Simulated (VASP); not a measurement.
# Si (P6/mmm) in VASP: further runs

The runs below take Si through relaxation of cell and atoms, single point, with PBE.

Everything below comes from runs of VASP 6.6.1. Logs are shortened: lines on timing, memory, paths and dates and some standing lists are left out, and cuts for length are marked.

### 1 The cell of the first run

The structure is hexagonal, space group P6/mmm (No. 191). The conventional cell has a = 2.620 Å, b = 2.620 Å, c = 2.527 Å, α = 90.00°, β = 90.00°, γ = 120.00°. Si (site symmetry 6/mmm) has 8 Si at 2.53 to 2.62 Å within 3.3 Å.

The cell was built from a structure type or drawn by symmetry, and may not be a known phase.

### 2 Relaxation of cell and atoms, PBE

Contents of INCAR:

```
PREC = Accurate
ENCUT = 600
EDIFF = 1E-6
ISMEAR = 0
SIGMA = 0.1
LREAL = F
LASPH = T
NELM = 60
ALGO = Normal
ISIF = 3
LWAVE = F
LCHARG = F
GGA = PE
IBRION = 2
NSW = 90
EDIFFG = -0.04
```

Contents of KPOINTS:

```
Automatic mesh
0
Gamma
  6 6 6
```

Contents of POSCAR:

```
Si
1.0
    2.6198532757      0.0000000000      0.0000000000
   -1.3099266379      2.2688594910      0.0000000000
    0.0000000000      0.0000000000      2.5266596692
Si
1
Direct
    0.0000000000      0.0000000000      0.0000000000
```

Potentials or basis: VASP PAW PBE potentials, release 64 (Si).

On the command line:

```
> cat potpaw_PBE.64/Si/POTCAR > POTCAR
> mpirun -np 1 vasp_std > vasp.out
```

OUTCAR:

```text
PREC = Accurate
   ENCUT = 600
   EDIFF = 1E-6
   ISMEAR = 0
   LREAL = F
   LASPH = T
   NELM = 60
   ISIF = 3
   GGA = PE
   IBRION = 2
   NSW = 90
   EDIFFG = -0.04

 ion  position               nearest neighbor table
   1  0.000  0.000  0.000-

  LATTYP: Found a hexagonal cell.
 ALAT       =     2.6198532757
 C/A-ratio  =     0.9644279291

  Lattice vectors:

 A1 = (   2.6198532757,   0.0000000000,   0.0000000000)
 A2 = (  -1.3099266379,   2.2688594910,   0.0000000000)
 A3 = (   0.0000000000,   0.0000000000,   2.5266596692)

Analysis of symmetry for initial positions (statically):
=====================================================================
 Subroutine PRICEL returns:
 Original cell was already a primitive cell.

 Routine SETGRP: Setting up the symmetry group for a
 hexagonal supercell.

 Subroutine GETGRP returns: Found 24 space group operations
 (whereof 24 operations were pure point group operations)
 out of a pool of 24 trial point group operations.

The static configuration has the point symmetry D_6h.

Analysis of symmetry for dynamics (positions and initial velocities):
=====================================================================
 Subroutine PRICEL returns:
 Original cell was already a primitive cell.

 Routine SETGRP: Setting up the symmetry group for a
 hexagonal supercell.

 Subroutine GETGRP returns: Found 24 space group operations
 (whereof 24 operations were pure point group operations)
 out of a pool of 24 trial point group operations.

The dynamic configuration has the point symmetry D_6h.

 Subroutine INISYM returns: Found 24 space group operations
 (whereof 24 operations are pure point group operations),
 and found     1 'primitive' translations

----------------------------------------------------------------------------------------

                                     Primitive cell

  volume of cell :      15.0187

  direct lattice vectors                    reciprocal lattice vectors
     2.619853276  0.000000000  0.000000000     0.381700765  0.220375040  0.000000000
    -1.309926638  2.268859491  0.000000000     0.000000000  0.440750079  0.000000000
     0.000000000  0.000000000  2.526659669     0.000000000  0.000000000  0.395779460

  length of vectors
     2.619853276  2.619853276  2.526659669     0.440750079  0.440750079  0.395779460

  position of ions in fractional coordinates (direct lattice)
     0.000000000  0.000000000  0.000000000

  ion indices of the primitive-cell ions
   primitive index   ion index
                 1           1

----------------------------------------------------------------------------------------

 KPOINTS: Automatic mesh

Automatic generation of k-mesh.
 Grid dimensions read from file:
 generate k-points for:    6    6    6

 Generating k-lattice:

  Cartesian coordinates                     Fractional coordinates (reciprocal lattice)
     0.063616794  0.036729173  0.000000000     0.166666667  0.000000000  0.000000000
     0.000000000  0.073458347  0.000000000     0.000000000  0.166666667  0.000000000
     0.000000000  0.000000000  0.065963243     0.000000000  0.000000000  0.166666667

  Length of vectors
     0.073458347  0.073458347  0.065963243

  Shift w.r.t. Gamma in fractional coordinates (k-lattice)
     0.000000000  0.000000000  0.000000000

 Subroutine IBZKPT returns following result:
 ===========================================

 Found     28 irreducible k-points:

 Following reciprocal coordinates:
            Coordinates               Weight
  0.000000  0.000000  0.000000      1.000000
  0.166667  0.000000  0.000000      6.000000
  0.333333 -0.000000  0.000000      6.000000
  0.500000  0.000000  0.000000      3.000000
  0.166667  0.166667  0.000000      6.000000
  0.333333  0.166667  0.000000     12.000000
[... 16 lines left out ...]
  0.166667  0.000000  0.500000      6.000000
  0.333333 -0.000000  0.500000      6.000000
 [... further k-points ...]
   k-points           NKPTS =     28   k-points in BZ     NKDIM =     28   number of bands    NBANDS=      6
   number of dos      NEDOS =    301   number of ions     NIONS =      1
   total plane-waves  NPLWV =  11520
   dimension x,y,z NGX =    24 NGY =   24 NGZ =   20
   dimension x,y,z NGXF=    48 NGYF=   48 NGZF=   40
   ions per type =               1
   NGX,Y,Z   is equivalent  to a cutoff of  15.23, 15.23, 13.16 a.u.
   NGXF,Y,Z  is equivalent  to a cutoff of  30.46, 30.46, 26.32 a.u.
 SYSTEM =  unknown system
   PREC   = accura    normal or accurate (medium, high low for compatibility)
   ISTART =      0    job   : 0-new  1-cont  2-samecut
   ICHARG =      2    charge: 1-file 2-atom 10-const
   ISPIN  =      1    spin polarized calculation?
   LNONCOLLINEAR =      F non collinear calculations
   LSORBIT =      F    spin-orbit coupling
   LASPH  =      T    aspherical Exc in radial PAW
   ENCUT  =  600.0 eV  44.10 Ry    6.64 a.u.   5.23  5.23  5.05*2*pi/ulx,y,z
   NELM   =     60;   NELMIN=  2; NELMDL= -5     # of ELM steps
   EDIFF  = 0.1E-05   stopping-criterion for ELM
   LREAL  =      F    real-space projection
   EDIFFG = -.4E-01   stopping-criterion for IOM
   NSW    =     90    number of steps for IOM
   IBRION =      2    ionic relax: 0-MD 1-quasi-New 2-CG
   NFREE  =      1    steps in history (QN), initial steepest desc. (CG)
   ISIF   =      3    stress and relaxation
   ISYM   =      2    0-nonsym 1-usesym 2-fastsym
   POTIM  = 0.5000    time-step for ionic-motion
   TEBEG  =    0.0;   TEEND  =   0.0 temperature during run
   PSTRESS=    0.0 pullay stress
   NELECT =       4.0000    total number of electrons
   NUPDOWN=      -1.0000    fix difference up-down
   EMIN   =  10.00;   EMAX   =-10.00  energy-range for DOS
   EFERMI =   0.00;   METHOD = LEGACY
   ISMEAR =     0;   SIGMA  =   0.10  broadening in eV -4-tet -1-fermi 0-gaus
   EFERMI_NEDOS =   21; number of points for ismear=-14 and -15
   IALGO  =     38    algorithm
   IMIX   =      4    mixing-type and parameters
     AMIX     =   0.40;   BMIX     =  1.00
     AMIX_MAG =   1.60;   BMIX_MAG =  1.00
  volume/ion in A,a.u.               =      15.02       101.35
  Fermi-wavevector in a.u.,A,eV,Ry     =   1.053298  1.990444 15.094788  1.109436
  Thomas-Fermi vector in A             =   2.188414
   LORBIT       =      0    0 simple, 1 ext, 2 COOP (PROOUT), +10 PAW based schemes
   GGA     = PE    functional components
   LHFCALC =     F    Hartree Fock is set to
   AEXX    =    0.0000 exact exchange contribution
   IVDW    =     0    specifies the selected vdW correction
   LEPSILON=     F    determine dielectric tensor
   LRPA    =     F    only Hartree local field effects (RPA)
 conjugate gradient relaxation of ions
 non-spin polarized calculation
 Gauss-broadening in eV      SIGMA  =   0.10
  energy-cutoff  :      600.00
  volume of cell :       15.02
 maximum number of plane-waves:       515
 NGX is ok and might be reduce to    24
   NGX = 11   NGY = 11   NGZ = 11

--------------------------------------- Ionic step        1  -------------------------------------------

 number of electron       4.0000000 magnetization

 Free energy of the ion-electron system (eV)
  ---------------------------------------------------
  ext. energy  EPLUGINS =         0.00000000
  ---------------------------------------------------
  free energy    TOTEN  =        -5.09208979 eV

  energy without entropy =       -5.09200275  energy(sigma->0) =       -5.09204627

------------------------ aborting loop because EDIFF is reached ----------------------------------------

  FORCE on cell =-STRESS in cart. coord.  units (eV):
  Direction    XX          YY          ZZ          XY          YZ          ZX
  --------------------------------------------------------------------------------------
  -------------------------------------------------------------------------------------
  Total        0.2637521      0.2637521     -0.0771910     -0.0000000     -0.0000000      0.0000000
  in kB       28.1368327     28.1368327     -8.2346656     -0.0000000     -0.0000000      0.0000000
  external PRESSURE =      16.0129999 kB  Pullay stress =       0.0000000 kB
[... 90 lines left out ...]
  energy  without entropy=       -5.0938222155  energy(sigma->0) =       -5.09393316

--------------------------------------- Ionic step        4  -------------------------------------------

 number of electron       4.0000000 magnetization

 Free energy of the ion-electron system (eV)
  ---------------------------------------------------
  ext. energy  EPLUGINS =         0.00000000
  ---------------------------------------------------
  free energy    TOTEN  =        -5.09409604 eV

  energy without entropy =       -5.09368057  energy(sigma->0) =       -5.09388830

 E-fermi :   9.7030     XC(G=0): -10.9032

 val. band max:        9.5304323309   @ k =   0.3333   0.1667   0.0000
 cond. band min:       9.8093550898   @ k =   0.3333   0.3333   0.5000
 fundamental gap:      0.2789227590
 Fermi energy:         9.7029737228

 k-point     1 :       0.0000    0.0000    0.0000
  band No.  band energies     occupation
      1      -4.6099      2.00000
      2      16.3920      0.00000
      3      16.4592      0.00000
      4      19.4473      0.00000
      5      19.4473      0.00000
      6      21.4985      0.00000

 k-point     2 :       0.1667    0.0000    0.0000
  band No.  band energies     occupation
      1      -3.8433      2.00000
      2      13.3210      0.00000
      3      16.9825      0.00000
      4      17.0376      0.00000
      5      17.4154      0.00000
      6      21.3815      0.00000
[... 190 lines left out ...]
 k-point    24 :       0.3333   -0.0000    0.5000
  band No.  band energies     occupation
      1       2.9235      2.00000
      2       4.9588      2.00000
      3      11.6275      0.00000
      4      14.4086      0.00000
      5      18.3163      0.00000
      6      21.8555      0.00000

 [... further k-points ...]
[... 5 lines left out ...]
  --------------------------------------------------------------------------------------
  -------------------------------------------------------------------------------------
  Total       -0.0021179     -0.0021179     -0.0315641      0.0000000      0.0000000      0.0000000
  in kB       -0.2221843     -0.2221843     -3.3112762      0.0000000      0.0000000      0.0000000
  external PRESSURE =      -1.2518816 kB  Pullay stress =       0.0000000 kB
[... 16 lines left out ...]
  FREE ENERGIE OF THE ION-ELECTRON SYSTEM (eV)
  ---------------------------------------------------
  free  energy   TOTEN  =        -5.0940960384 eV

  energy  without entropy=       -5.0936805660  energy(sigma->0) =       -5.09388830

 reached required accuracy - stopping structural energy minimisation
```

Wall time 6.3 s (1 thread of Intel Xeon Platinum 8559C (Emerald Rapids), shared host); peak memory 0.12 GiB.

What came out:

| Quantity | Value |
| --- | --- |
| Free energy | -5.0941 eV |
| Relaxed volume | 15.27 Å³/atom |
| Relaxed cell | a = 2.641 Å, b = 2.641 Å, c = 2.529 Å, α = 90.00°, β = 90.00°, γ = 120.00° |
| Space group after relaxing (to 0.1 Å) | P6/mmm (No. 191) |
| Energy gained by relaxing | 2.0 meV/atom |
| Ionic steps | 4 |
| Pressure after relaxing | -0.1 GPa |
| Band gap on the k mesh | zero (bands 2 and 3 overlap by 11.55 eV) |

Step by step:
```tsv
step	energy change (eV)	largest force (eV/Å)	pressure (GPa)	volume (Å³)
1	0.0000	0.0000	1.60	15.02
2	-0.0009	0.0000	-0.50	15.35
3	-0.0020	0.0000	0.31	15.20
4	-0.0020	0.0000	-0.13	15.27
```

Final structure:
```yaml
crystal:
  lattice:
    - [2.64093, 0.00000, 0.00000]
    - [-1.32047, 2.28711, 0.00000]
    - [0.00000, 0.00000, 2.52850]
  atoms:
    - { symbol: Si, position: [0.00000, 0.00000, 0.00000] }
```

Caveat: the k points lie up to 0.46 Å⁻¹ apart in the final cell, too coarse for converged energies and pressures of a metal.

[end of part 1 of 2]
